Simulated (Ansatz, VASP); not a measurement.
## One calculation of SnO2, two programs

```
Sn O
1.0
     4.73735    0.00000    0.00000
     0.00000    4.73735    0.00000
     0.00000    0.00000    3.18640
Sn O
2 4
Direct
  0.97761 0.97761 0.00000
  0.50000 0.50000 0.50000
  0.30562 0.30562 0.00000
  0.19438 0.80562 0.50000
  0.69438 0.69438 0.00000
  0.80562 0.19438 0.50000
```

Alike in both runs: task single point; functional PBE; k mesh 6 × 6 × 8; occupations gaussian, width 0.05 eV; no spin polarisation.

```csv
,VASP,Ansatz
version,VASP 6.6.1,Ansatz 0.2.0
potentials or method,"VASP PAW PBE potentials, release 64 (Sn_d, O), cutoff 520 eV","scalar-relativistic, plane waves, PAW"
valence electrons in the cell,52,52
```

Ansatz gave:

- gap on the k mesh at the Fermi level (eV): 1.11
- least direct gap on the mesh (eV): 1.11
- pressure (GPa): 12.6
- traceless stress, the component that is largest in VASP (GPa): 3.66
- rms of the force components (eV/Å): 1.131

Problem. Estimate VASP's values.

Solution. gap on the k mesh at the Fermi level (eV): 1.10; least direct gap on the mesh (eV): 1.10; pressure (GPa): 13.3; traceless stress, the component that is largest in VASP (GPa): 3.59; rms of the force components (eV/Å): 1.139.

Atom by atom the forces differ by 0.015 eV/Å (rms over components). With one functional, cell and mesh, what is left measures potentials, basis and numerics.
